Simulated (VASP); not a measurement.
# SiC (F-43m) in VASP: a series of runs, part 2 of 2

VASP 6.6.1.

### 5 Single point, r2SCAN

Input file POSCAR:

```
SiC
1.0
    0.0000000000      2.1897201888      2.1897201888
    2.1897201888      0.0000000000      2.1897201888
    2.1897201888      2.1897201888      0.0000000000
Si C
1 1
Direct
    0.0000000000      0.0000000000      0.0000000000
    0.7500000000      0.7500000000      0.7500000000
```

Input file INCAR.step1:

```
SYSTEM = SiC
PREC = Accurate
ENCUT = 520
ISMEAR = 0
SIGMA = 0.02
LREAL = .False.
LASPH = .True.
NELM = 60
NBANDS = 11
GGA = PE
ALGO = Normal
EDIFF = 1E-4
LWAVE = .True.
LCHARG = .False.
```

Input file INCAR.step2:

```
SYSTEM = SiC
PREC = Accurate
ENCUT = 520
EDIFF = 1E-6
ISMEAR = 0
SIGMA = 0.02
LREAL = .False.
LASPH = .True.
NELM = 60
ALGO = Normal
ISIF = 2
LWAVE = .False.
LCHARG = .False.
METAGGA = R2SCAN
LMIXTAU = .True.
NBANDS = 11
ISTART = 1
```

Input file KPOINTS:

```
Automatic mesh
0
Gamma
  10 10 10
  0 0 0
```

Potentials or basis: VASP PAW PBE potentials, release 64 (Si, C).

Command:

```
$ cat potpaw_PBE.64/Si/POTCAR potpaw_PBE.64/C/POTCAR > POTCAR
$ cp INCAR.step1 INCAR
$ mpirun -np 1 vasp_std > vasp.out
$ cp INCAR.step2 INCAR
$ mpirun -np 1 vasp_std > vasp.out
```

OUTCAR:

```text
SYSTEM = SiC
   PREC = Accurate
   ENCUT = 520
   EDIFF = 1E-6
   ISMEAR = 0
   LREAL = .False.
   LASPH = .True.
   NELM = 60
   ISIF = 2
   METAGGA = R2SCAN
   ISTART = 1

 ion  position               nearest neighbor table
   1  0.000  0.000  0.000-   2 1.90   2 1.90   2 1.90   2 1.90
   2  0.750  0.750  0.750-   1 1.90   1 1.90   1 1.90   1 1.90

  LATTYP: Found a face centered cubic cell.
 ALAT       =     4.3794403776

  Lattice vectors:

 A1 = (   0.0000000000,   2.1897201888,   2.1897201888)
 A2 = (   2.1897201888,   0.0000000000,   2.1897201888)
 A3 = (   2.1897201888,   2.1897201888,   0.0000000000)

Analysis of symmetry for initial positions (statically):
=====================================================================
 Subroutine PRICEL returns:
 Original cell was already a primitive cell.

 Routine SETGRP: Setting up the symmetry group for a
 face centered cubic supercell.

 Subroutine GETGRP returns: Found 24 space group operations
 (whereof 24 operations were pure point group operations)
 out of a pool of 48 trial point group operations.

The static configuration has the point symmetry T_d .

Analysis of symmetry for dynamics (positions and initial velocities):
=====================================================================
 Subroutine PRICEL returns:
 Original cell was already a primitive cell.

 Routine SETGRP: Setting up the symmetry group for a
 face centered cubic supercell.

 Subroutine GETGRP returns: Found 24 space group operations
 (whereof 24 operations were pure point group operations)
 out of a pool of 48 trial point group operations.

The dynamic configuration has the point symmetry T_d .

 Subroutine INISYM returns: Found 24 space group operations
 (whereof 24 operations are pure point group operations),
 and found     1 'primitive' translations

----------------------------------------------------------------------------------------

                                     Primitive cell

  volume of cell :      20.9989

  direct lattice vectors                    reciprocal lattice vectors
     0.000000000  2.189720189  2.189720189    -0.228339677  0.228339677  0.228339677
     2.189720189  0.000000000  2.189720189     0.228339677 -0.228339677  0.228339677
     2.189720189  2.189720189  0.000000000     0.228339677  0.228339677 -0.228339677

  length of vectors
     3.096731989  3.096731989  3.096731989     0.395495921  0.395495921  0.395495921

  position of ions in fractional coordinates (direct lattice)
     0.000000000  0.000000000  0.000000000
     0.750000000  0.750000000  0.750000000

  ion indices of the primitive-cell ions
   primitive index   ion index
                 1           1
                 2           2

----------------------------------------------------------------------------------------

 KPOINTS: Automatic mesh

Automatic generation of k-mesh.
 Grid dimensions read from file:
 generate k-points for:   10   10   10

 Generating k-lattice:

  Cartesian coordinates                     Fractional coordinates (reciprocal lattice)
    -0.022833968  0.022833968  0.022833968     0.100000000  0.000000000  0.000000000
     0.022833968 -0.022833968  0.022833968     0.000000000  0.100000000  0.000000000
     0.022833968  0.022833968 -0.022833968     0.000000000  0.000000000  0.100000000

  Length of vectors
     0.039549592  0.039549592  0.039549592

  Shift w.r.t. Gamma in fractional coordinates (k-lattice)
     0.000000000  0.000000000  0.000000000

 Subroutine IBZKPT returns following result:
 ===========================================

 Found     47 irreducible k-points:

 Following reciprocal coordinates:
            Coordinates               Weight
  0.000000  0.000000  0.000000      1.000000
  0.100000  0.000000  0.000000      8.000000
  0.200000  0.000000  0.000000      8.000000
  0.300000  0.000000  0.000000      8.000000
  0.400000  0.000000  0.000000      8.000000
  0.500000  0.000000  0.000000      4.000000
[... 16 lines left out ...]
  0.300000  0.300000  0.000000      6.000000
  0.400000  0.300000  0.000000     24.000000
 [... further k-points ...]
   k-points           NKPTS =     47   k-points in BZ     NKDIM =     47   number of bands    NBANDS=     11
   number of dos      NEDOS =    301   number of ions     NIONS =      2
   total plane-waves  NPLWV =  13824
   dimension x,y,z NGX =    24 NGY =   24 NGZ =   24
   dimension x,y,z NGXF=    48 NGYF=   48 NGZF=   48
   ions per type =               1   1
   NGX,Y,Z   is equivalent  to a cutoff of  12.88, 12.88, 12.88 a.u.
   NGXF,Y,Z  is equivalent  to a cutoff of  25.77, 25.77, 25.77 a.u.
 SYSTEM =  SiC
   PREC   = accura    normal or accurate (medium, high low for compatibility)
   ISTART =      1    job   : 0-new  1-cont  2-samecut
   ICHARG =      0    charge: 1-file 2-atom 10-const
   ISPIN  =      1    spin polarized calculation?
   LNONCOLLINEAR =      F non collinear calculations
   LSORBIT =      F    spin-orbit coupling
   LASPH  =      T    aspherical Exc in radial PAW
   ENCUT  =  520.0 eV  38.22 Ry    6.18 a.u.   5.76  5.76  5.76*2*pi/ulx,y,z
   NELM   =     60;   NELMIN=  2; NELMDL=  0     # of ELM steps
   EDIFF  = 0.1E-05   stopping-criterion for ELM
   LREAL  =      F    real-space projection
   EDIFFG = 0.1E-04   stopping-criterion for IOM
   NSW    =      0    number of steps for IOM
   IBRION =     -1    ionic relax: 0-MD 1-quasi-New 2-CG
   NFREE  =      0    steps in history (QN), initial steepest desc. (CG)
   ISIF   =      2    stress and relaxation
   ISYM   =      2    0-nonsym 1-usesym 2-fastsym
   POTIM  = 0.5000    time-step for ionic-motion
   TEBEG  =    0.0;   TEEND  =   0.0 temperature during run
   PSTRESS=    0.0 pullay stress
   NELECT =       8.0000    total number of electrons
   NUPDOWN=      -1.0000    fix difference up-down
   EMIN   =  10.00;   EMAX   =-10.00  energy-range for DOS
   EFERMI =   0.00;   METHOD = LEGACY
   ISMEAR =     0;   SIGMA  =   0.02  broadening in eV -4-tet -1-fermi 0-gaus
   EFERMI_NEDOS =   21; number of points for ismear=-14 and -15
   IALGO  =     38    algorithm
   IMIX   =      4    mixing-type and parameters
     AMIX     =   0.40;   BMIX     =  1.00
     AMIX_MAG =   1.60;   BMIX_MAG =  1.00
  volume/ion in A,a.u.               =      10.50        70.85
  Fermi-wavevector in a.u.,A,eV,Ry     =   1.186787  2.242703 19.163316  1.408464
  Thomas-Fermi vector in A             =   2.322953
   LORBIT       =      0    0 simple, 1 ext, 2 COOP (PROOUT), +10 PAW based schemes
   METAGGA = R2SCAN    functional components
   LHFCALC =     F    Hartree Fock is set to
   AEXX    =    0.0000 exact exchange contribution
   IVDW    =     0    specifies the selected vdW correction
   LEPSILON=     F    determine dielectric tensor
   LRPA    =     F    only Hartree local field effects (RPA)
 non-spin polarized calculation
 Gauss-broadening in eV      SIGMA  =   0.02
  energy-cutoff  :      520.00
  volume of cell :       21.00
 maximum number of plane-waves:       588
   NGX = 11   NGY = 11   NGZ = 11

 number of electron       8.0000001 magnetization

 Free energy of the ion-electron system (eV)
  ---------------------------------------------------
  ext. energy  EPLUGINS =         0.00000000
  ---------------------------------------------------
  free energy    TOTEN  =       -19.32305849 eV

  energy without entropy =      -19.32305849  energy(sigma->0) =      -19.32305849

 E-fermi :   8.0051     XC(G=0): -11.8685

 val. band max:        7.8188638043   @ k =   0.0000   0.0000   0.0000
 cond. band min:       9.5532237198   @ k =   0.5000   0.5000   0.0000
 fundamental gap:      1.7343599155
 Fermi energy:         8.0051392910

 k-point     1 :       0.0000    0.0000    0.0000
  band No.  band energies     occupation
      1      -8.2440      2.00000
      2       7.8188      2.00000
      3       7.8189      2.00000
      4       7.8189      2.00000
      5      14.4677      0.00000
      6      15.5584      0.00000
      7      15.5584      0.00000
      8      15.5584      0.00000
      9      22.9370      0.00000
     10      22.9370      0.00000
     11      25.3411      0.00000
[... 309 lines left out ...]
 k-point    24 :       0.4000    0.3000    0.0000
  band No.  band energies     occupation
      1      -5.0500      2.00000
      2       2.0000      2.00000
      3       4.5764      2.00000
      4       5.0959      2.00000
      5      11.0994      0.00000
      6      13.9122      0.00000
      7      20.1485      0.00000
      8      20.4736      0.00000
      9      22.4761      0.00000
     10      26.7600      0.00000
     11      30.0752      0.00000

 [... further k-points ...]

------------------------ aborting loop because EDIFF is reached ----------------------------------------

  FORCE on cell =-STRESS in cart. coord.  units (eV):
  Direction    XX          YY          ZZ          XY          YZ          ZX
  --------------------------------------------------------------------------------------
  -------------------------------------------------------------------------------------
  Total       -0.4790968     -0.4790968     -0.4790968     -0.0000000      0.0000000      0.0000000
  in kB      -36.5542623    -36.5542623    -36.5542623     -0.0000000      0.0000000      0.0000000
  external PRESSURE =     -36.5542623 kB  Pullay stress =       0.0000000 kB

 VOLUME and BASIS-vectors are now :
 -----------------------------------------------------------------------------
  energy-cutoff  :      520.00
  volume of cell :       21.00
      direct lattice vectors                 reciprocal lattice vectors
     0.000000000  2.189720189  2.189720189    -0.228339677  0.228339677  0.228339677
     2.189720189  0.000000000  2.189720189     0.228339677 -0.228339677  0.228339677
     2.189720189  2.189720189  0.000000000     0.228339677  0.228339677 -0.228339677

 POSITION                                       TOTAL-FORCE (eV/Angst)
 -----------------------------------------------------------------------------------
      0.00000      0.00000      0.00000         0.000000      0.000000      0.000000
      3.28458      3.28458      3.28458        -0.000000     -0.000000     -0.000000
 -----------------------------------------------------------------------------------
    total drift:                                0.000001      0.000001      0.000001

  FREE ENERGIE OF THE ION-ELECTRON SYSTEM (eV)
  ---------------------------------------------------
  free  energy   TOTEN  =       -19.3230584949 eV

  energy  without entropy=      -19.3230584949  energy(sigma->0) =      -19.32305849
```

OUTCAR.step1:

```text
SYSTEM = SiC
   PREC = Accurate
   ENCUT = 520
   ISMEAR = 0
   LREAL = .False.
   LASPH = .True.
[... 557 lines left out ...]
      0.00000      0.00000      0.00000         0.000000      0.000000      0.000000
      3.28458      3.28458      3.28458        -0.000000     -0.000000     -0.000000
 -----------------------------------------------------------------------------------
    total drift:                               -0.000000     -0.000000     -0.000000

  FREE ENERGIE OF THE ION-ELECTRON SYSTEM (eV)
  ---------------------------------------------------
  free  energy   TOTEN  =       -15.0608332277 eV

  energy  without entropy=      -15.0608332277  energy(sigma->0) =      -15.06083323
```

Wall time 24 s (1 thread of Intel Xeon Platinum 8259CL at 2.50GHz (Skylake/Cascade Lake), shared host); peak memory 0.14 GiB.

Results:

- Free energy: -19.3231 eV
- Pressure: -3.7 GPa
- Band gap on the k mesh: 1.73 eV, indirect (least direct gap 5.04 eV)

Levels at points of the mesh, in eV from the valence-band top:
| k point | band 1 | band 2 | band 3 | band 4 | band 5 | band 6 | band 7 | band 8 | band 9 |
| --- | --- | --- | --- | --- | --- | --- | --- | --- | --- |
| (0.00, 0.00, 0.00) | -16.06 | 0.00 | 0.00 | 0.00 | 6.65 | 7.74 | 7.74 | 7.74 | 15.12 |
| (0.50, 0.00, 0.00) | -12.49 | -8.74 | -1.10 | -1.10 | 5.85 | 7.69 | 7.69 | 10.86 | 17.22 |
| (0.50, 0.50, 0.00) | -11.05 | -8.00 | -3.31 | -3.31 | 1.73 | 4.76 | 14.95 | 14.95 | 15.78 |

Caveat: the PAW data sets were made with another functional, which shifts forces and pressure a little. A k mesh can miss the band edges.

### 6 Summary

| task | level | cell | k mesh | cutoff (eV) | smearing | gap on the mesh (eV) | pressure (GPa) |
| --- | --- | --- | --- | --- | --- | --- | --- |
| relaxation of cell and atoms | PBE | relaxed from a = 3.096 Å, angles 60.0°, 2 atoms | 10 × 10 × 10 | 600 | gaussian 0.02 eV | 1.37 | -0.1 |
| single point | PBE | a = 3.096 Å, angles 60.0°, 2 atoms | 6 × 6 × 6 | 520 | gaussian 0.1 eV | 1.36 | 0.1 |
| single point | PBE | a = 3.097 Å, angles 60.0°, 2 atoms | 10 × 10 × 10 | 520 | gaussian 0.02 eV | 1.37 | 0.0 |
| single point | r2SCAN | a = 3.097 Å, angles 60.0°, 2 atoms | 10 × 10 × 10 | 520 | gaussian 0.02 eV | 1.73 | -3.7 |

Alike in all rows: potentials or basis VASP PAW PBE potentials, release 64 (Si, C); no spin polarisation.

On the cell as given the gap runs from 1.36 eV (PBE) to 1.73 eV (r2SCAN); the meshes differ, which moves gaps too. The pressure there spans -3.7 GPa (r2SCAN) to 0.1 GPa (PBE); a positive pressure means that this level wants a larger cell, a negative one a smaller.

Caveats: the relaxation stopped at its first step, so nothing moved (some runs); the PAW data sets were made with another functional, which shifts forces and pressure a little (some runs).

Absolute energies hang on the potentials; compare differences alone.

### 7 Against experiment

Step 3. A measured gap of SiC is 2.4 eV (indirect; quoted in “Insight into the structural, elastic and electronic properties of a new orthorhombic 6O-SiC polytype”, 2020, pmc:7200658); the calculated 1.36 eV misses it by -1.04 eV. The value is that of PBE on a finite k mesh, which can miss the band edges, without temperature or zero-point motion. Semilocal functionals fall short of measured gaps as a rule.

Step 4. Against the measured gap of SiC, 2.4 eV (indirect; quoted in “Insight into the structural, elastic and electronic properties of a new orthorhombic 6O-SiC polytype”, 2020, pmc:7200658), the calculated 1.37 eV is off by -1.03 eV. The value is that of PBE on a finite k mesh, which can miss the band edges, without temperature or zero-point motion. Semilocal functionals fall short of measured gaps as a rule.
